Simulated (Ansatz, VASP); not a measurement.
## MgSi4N in VASP and in Ansatz

```
Mg Si N
1.0
     0.00000    3.53522    3.53522
     3.53522    0.00000    3.53522
     3.53522    3.53522    0.00000
Mg Si N
1 4 1
Direct
  0.75000 0.75000 0.75000
  0.37434 0.37434 0.37434
  0.37434 0.37434 0.87698
  0.37434 0.87698 0.37434
  0.87698 0.37434 0.37434
  0.00000 0.00000 0.00000
```

Alike in both runs: functional PBE; k mesh 4 × 4 × 4; occupations gaussian, width 0.1 eV; collinear spin.

Ansatz relaxed the structure, and its values are those at the end. VASP's run is a single point on that final structure, the one shown.

|  | VASP | Ansatz |
| --- | --- | --- |
| version | VASP 6.6.1 | Ansatz 0.2.0 |
| potentials or method | VASP PAW PBE potentials, release 64 (Mg, Si, N), cutoff 520 eV | scalar-relativistic, plane waves, PAW |
| valence electrons in the cell | 23 | 31 |

Ansatz gave:

```
gap on the k mesh at the Fermi level (eV)                     : none
pressure (GPa)                                                : -0.1
net moment per atom (μB)                                      : 0.15
size of the moment on the site where the two differ most (μB) : 0.86
```

Question: Which values does VASP return?

Answer: gap on the k mesh at the Fermi level (eV): none; pressure (GPa): -0.2; net moment per atom (μB): 0.15; size of the moment on the site where the two differ most (μB): 0.63.

Site moments also hang on the region over which each program counts them. A gap of «none» marks a metal or a gap that the smearing closes. The functional is the same, so the differences come from potentials, cutoffs and numerics. VASP's potentials hold 23 valence electrons a cell and Ansatz's 31, so a difference there can come from the potentials and not from the codes.

The k mesh is coarse, so the values compare programs but aren't converged.
